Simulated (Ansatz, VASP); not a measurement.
## One calculation of MoW7, two programs

```xyz
8
Lattice="-3.1801 3.1801 3.1801 3.1801 -3.1801 3.1801 3.1801 3.1801 -3.1801" Properties=species:S:1:pos:R:3 pbc="T T T"
Mo    0.0000    0.0000    0.0000
W     0.0000    3.1801    0.0000
W     1.5901    1.5901    1.5901
W     3.1801    0.0000    0.0000
W     1.5901   -1.5901    1.5901
W     0.0000    0.0000    3.1801
W    -1.5901    1.5901    1.5901
W     1.5901    1.5901   -1.5901
```

Alike in both runs: functional PBE; k mesh 8 × 8 × 8; occupations gaussian, width 0.1 eV; no spin polarisation.

Ansatz relaxed the structure, and its values are those at the end. VASP's run is a single point on that final structure, the one shown.

|  | VASP | Ansatz |
| --- | --- | --- |
| version | VASP 6.6.1 | Ansatz 0.2.0 |
| potentials or method | VASP PAW PBE potentials, release 64 (Mo_sv, W_sv), cutoff 520 eV | scalar-relativistic, plane waves, PAW |
| valence electrons in the cell | 112 | 112 |

VASP gave:

| Quantity | Value |
| --- | --- |
| gap on the k mesh at the Fermi level (eV) | none |
| pressure (GPa) | 0.5 |

Which values does Ansatz return?

gap on the k mesh at the Fermi level (eV): none; pressure (GPa): 0.0.

A gap of «none» marks a metal or a gap that the smearing closes.

Spin-orbit coupling is off throughout.
